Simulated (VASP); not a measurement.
# SnO (P4/nmm) in VASP: settings compared

SnO is run at these levels: PBEsol, PBE, LDA; tasks: relaxation of cell and atoms, single point.

All numbers are computed with VASP 6.6.1; they aren't measurements. Logs are shortened: lines on timing, memory, paths and dates and some standing lists are left out, and cuts for length are marked.

## 1. The cell of the first run

It takes space group P4/nmm (No. 129, tetragonal). The conventional cell has a = 3.814 Å, b = 3.814 Å, c = 4.887 Å, α = 90.00°, β = 90.00°, γ = 90.00°. Sn (site symmetry 4mm) has 4 O at 2.23 Å within 2.9 Å. Within 2.9 Å of O (site symmetry -4m2) lie 4 Sn at 2.23 Å and 4 O at 2.70 Å.

## 2. Relaxation of cell and atoms, PBEsol

Input file INCAR:

```
SYSTEM = SnO
PREC = Accurate
ENCUT = 600
EDIFF = 1E-6
ISMEAR = -1
SIGMA = 0.05
LREAL = .False.
LASPH = .True.
NELM = 80
ALGO = Normal
ISIF = 3
LWAVE = .False.
LCHARG = .False.
GGA = PS
IBRION = 2
NSW = 60
EDIFFG = -0.01
```

Input file KPOINTS:

```
Automatic mesh
0
Gamma
  7 7 6
  0 0 0
```

Input file POSCAR:

```
SnO
1.0
    3.8136952200      0.0000000000      0.0000000000
    0.0000000000      3.8136952200      0.0000000000
    0.0000000000      0.0000000000      4.8869133000
Sn O
2 2
Direct
    0.5000000000      0.0000000000      0.7646261400
    0.0000000000      0.5000000000      0.2353738600
    0.0000000000      0.0000000000      0.0000000000
    0.5000000000      0.5000000000      0.0000000000
```

Potentials or basis: VASP PAW PBE potentials, release 64 (Sn_d, O).

Command:

```
$ cat potpaw_PBE.64/Sn_d/POTCAR potpaw_PBE.64/O/POTCAR > POTCAR
$ mpirun -np 1 vasp_std > vasp.out
```

OUTCAR:

```text
SYSTEM = SnO
   PREC = Accurate
   ENCUT = 600
   EDIFF = 1E-6
   ISMEAR = -1
   LREAL = .False.
   LASPH = .True.
   NELM = 80
   ISIF = 3
   GGA = PS
   IBRION = 2
   NSW = 60
   EDIFFG = -0.01

 ion  position               nearest neighbor table
   1  0.500  0.000  0.765-   3 2.23   4 2.23   4 2.23   3 2.23   2 3.54   2 3.54   2 3.54   2 3.54
                             2 3.74   2 3.74   2 3.74   2 3.74
   2  0.000  0.500  0.235-   3 2.23   4 2.23   3 2.23   4 2.23   1 3.54   1 3.54   1 3.54   1 3.54
                             1 3.74   1 3.74   1 3.74   1 3.74
   3  0.000  0.000  0.000-   1 2.23   2 2.23   2 2.23   1 2.23
   4  0.500  0.500  0.000-   1 2.23   2 2.23   1 2.23   2 2.23

  LATTYP: Found a simple tetragonal cell.
 ALAT       =     3.8136952200
 C/A-ratio  =     1.2814116016

  Lattice vectors:

 A1 = (   3.8136952200,   0.0000000000,   0.0000000000)
 A2 = (   0.0000000000,   3.8136952200,   0.0000000000)
 A3 = (   0.0000000000,   0.0000000000,   4.8869133000)

Analysis of symmetry for initial positions (statically):
=====================================================================
 Subroutine PRICEL returns:
 Original cell was already a primitive cell.

 Routine SETGRP: Setting up the symmetry group for a
 simple tetragonal supercell.

 Subroutine GETGRP returns: Found 16 space group operations
 (whereof  8 operations were pure point group operations)
 out of a pool of 16 trial point group operations.

The static configuration has the point symmetry D_2d.
 The point group associated with its full space group is D_4h.

Analysis of symmetry for dynamics (positions and initial velocities):
=====================================================================
 Subroutine PRICEL returns:
 Original cell was already a primitive cell.

 Routine SETGRP: Setting up the symmetry group for a
 simple tetragonal supercell.

 Subroutine GETGRP returns: Found 16 space group operations
 (whereof  8 operations were pure point group operations)
 out of a pool of 16 trial point group operations.

The dynamic configuration has the point symmetry D_2d.
 The point group associated with its full space group is D_4h.

 Subroutine INISYM returns: Found 16 space group operations
 (whereof  8 operations are pure point group operations),
 and found     1 'primitive' translations

----------------------------------------------------------------------------------------

                                     Primitive cell

  volume of cell :      71.0766
[... 101 lines left out ...]
   POTIM  = 0.5000    time-step for ionic-motion
   TEBEG  =    0.0;   TEEND  =   0.0 temperature during run
   PSTRESS=    0.0 pullay stress
   NELECT =      40.0000    total number of electrons
   NUPDOWN=      -1.0000    fix difference up-down
   EMIN   =  10.00;   EMAX   =-10.00  energy-range for DOS
   EFERMI =   0.00;   METHOD = LEGACY
   ISMEAR =    -1;   SIGMA  =   0.05  broadening in eV -4-tet -1-fermi 0-gaus
   EFERMI_NEDOS =   21; number of points for ismear=-14 and -15
   IALGO  =     38    algorithm
   IMIX   =      4    mixing-type and parameters
     AMIX     =   0.40;   BMIX     =  1.00
     AMIX_MAG =   1.60;   BMIX_MAG =  1.00
  volume/ion in A,a.u.               =      17.77       119.91
  Fermi-wavevector in a.u.,A,eV,Ry     =   1.351614  2.554180 24.855939  1.826860
  Thomas-Fermi vector in A             =   2.479021
   LORBIT       =      0    0 simple, 1 ext, 2 COOP (PROOUT), +10 PAW based schemes
   GGA     = PS    functional components
   LHFCALC =     F    Hartree Fock is set to
   AEXX    =    0.0000 exact exchange contribution
   IVDW    =     0    specifies the selected vdW correction
   LEPSILON=     F    determine dielectric tensor
   LRPA    =     F    only Hartree local field effects (RPA)
 conjugate gradient relaxation of ions
 non-spin polarized calculation
  energy-cutoff  :      600.00
  volume of cell :       71.08
 maximum number of plane-waves:      2399
   NGX = 15   NGY = 15   NGZ = 19

--------------------------------------- Ionic step        1  -------------------------------------------

 number of electron      40.0000019 magnetization

 Free energy of the ion-electron system (eV)
  ---------------------------------------------------
  ext. energy  EPLUGINS =         0.00000000
  ---------------------------------------------------
  free energy    TOTEN  =       -24.21189462 eV

  energy without entropy =      -24.21152213  energy(sigma->0) =      -24.21170837

------------------------ aborting loop because EDIFF is reached ----------------------------------------

  FORCE on cell =-STRESS in cart. coord.  units (eV):
  Direction    XX          YY          ZZ          XY          YZ          ZX
  --------------------------------------------------------------------------------------
  -------------------------------------------------------------------------------------
  Total       -0.1378610     -0.1378610     -0.1981948      0.0000000      0.0000000      0.0000000
  in kB       -3.1076022     -3.1076022     -4.4676210      0.0000000      0.0000000      0.0000000
  external PRESSURE =      -3.5609418 kB  Pullay stress =       0.0000000 kB
[... 253 lines left out ...]
--------------------------------------- Ionic step        8  -------------------------------------------

 number of electron      40.0000022 magnetization

 Free energy of the ion-electron system (eV)
  ---------------------------------------------------
  ext. energy  EPLUGINS =         0.00000000
  ---------------------------------------------------
  free energy    TOTEN  =       -24.22259020 eV

  energy without entropy =      -24.22063585  energy(sigma->0) =      -24.22161302

 E-fermi :   7.3087     XC(G=0): -10.6192

 val. band max:        7.2466716379   @ k =   0.0000   0.0000   0.0000
 cond. band min:       7.3583263080   @ k =   0.4286   0.4286   0.0000
 fundamental gap:      0.1116546701
 Fermi energy:         7.3087156677

 k-point     1 :       0.0000    0.0000    0.0000
  band No.  band energies     occupation
      1     -14.6702      2.00000
      2     -14.2350      2.00000
      3     -14.2350      2.00000
      4     -14.2235      2.00000
      5     -14.1837      2.00000
      6     -14.1809      2.00000
[... 637 lines left out ...]
     23      12.0616      0.00000
     24      13.3136      0.00000

 [... further k-points ...]

------------------------ aborting loop because EDIFF is reached ----------------------------------------

  FORCE on cell =-STRESS in cart. coord.  units (eV):
  Direction    XX          YY          ZZ          XY          YZ          ZX
  --------------------------------------------------------------------------------------
  -------------------------------------------------------------------------------------
  Total       -0.0198474     -0.0198474     -0.0188146      0.0000000      0.0000000      0.0000000
  in kB       -0.4638711     -0.4638711     -0.4397315      0.0000000      0.0000000      0.0000000
  external PRESSURE =      -0.4558245 kB  Pullay stress =       0.0000000 kB
[... 19 lines left out ...]
  FREE ENERGIE OF THE ION-ELECTRON SYSTEM (eV)
  ---------------------------------------------------
  free  energy   TOTEN  =       -24.2225901971 eV

  energy  without entropy=      -24.2206358459  energy(sigma->0) =      -24.22161302

 reached required accuracy - stopping structural energy minimisation
```

It took 9.5 min on 1 thread of Intel Xeon 8259CL, shared host; peak memory 0.24 GiB.

What came out:

- Free energy: -24.2226 eV
- Relaxed volume: 17.14 Å³/atom
- Relaxed cell: a = 3.806 Å, b = 3.806 Å, c = 4.733 Å, α = 90.00°, β = 90.00°, γ = 90.00°
- Space group after relaxing (to 0.1 Å): P4/nmm (No. 129)
- Energy gained by relaxing: 2.7 meV/atom
- Ionic steps: 8
- Pressure after relaxing: 0.0 GPa
- Largest force after relaxing: 0.004 eV/Å
- Band gap on the k mesh: 0.11 eV (least direct gap 1.88 eV)

Forces in eV/Å, atoms in the order of the input:
```
Sn   0.000  0.000  0.004
Sn   0.000  0.000 -0.004
O    0.000  0.000  0.000
O    0.000  0.000  0.000
```

The path:
```tsv
step	energy change (eV)	largest force (eV/Å)	pressure (GPa)	volume (Å³)
1	0.0000	0.1573	-0.36	71.08
2	-0.0028	0.0984	-0.32	70.67
3	-0.0057	0.0538	-0.17	69.61
4	-0.0077	0.0022	0.18	69.12
5	-0.0088	0.0637	0.55	68.59
6	-0.0104	0.0083	0.04	68.64
7	-0.0106	0.0349	-0.16	68.66
8	-0.0107	0.0041	-0.05	68.55
```

Final structure:
```
Sn O
1.0
     3.80582    0.00000    0.00000
     0.00000    3.80582    0.00000
     0.00000    0.00000    4.73282
Sn O
2 2
Direct
  0.50000 0.00000 0.75575
  0.00000 0.50000 0.24425
  0.00000 0.00000 0.00000
  0.50000 0.50000 0.00000
```

Levels at points of the mesh, in eV from the valence-band top:
```csv
k point,band 17,band 18,band 19,band 20,band 21,band 22,band 23,band 24
"(0.00, 0.00, 0.00)",-3.48,-3.16,-3.16,0.00,2.15,4.52,4.52,4.59
"(0.00, 0.00, 0.50)",-3.18,-3.18,-2.96,-2.20,1.61,2.74,2.74,3.55
```

Caveat: the PAW data sets were made with another functional, which shifts forces and pressure a little; spin-orbit coupling is left out, which moves the levels of the heavy elements; an odd mesh through Γ misses points on the zone boundary, where band edges can lie.

(Continued in part 2 of 2.)
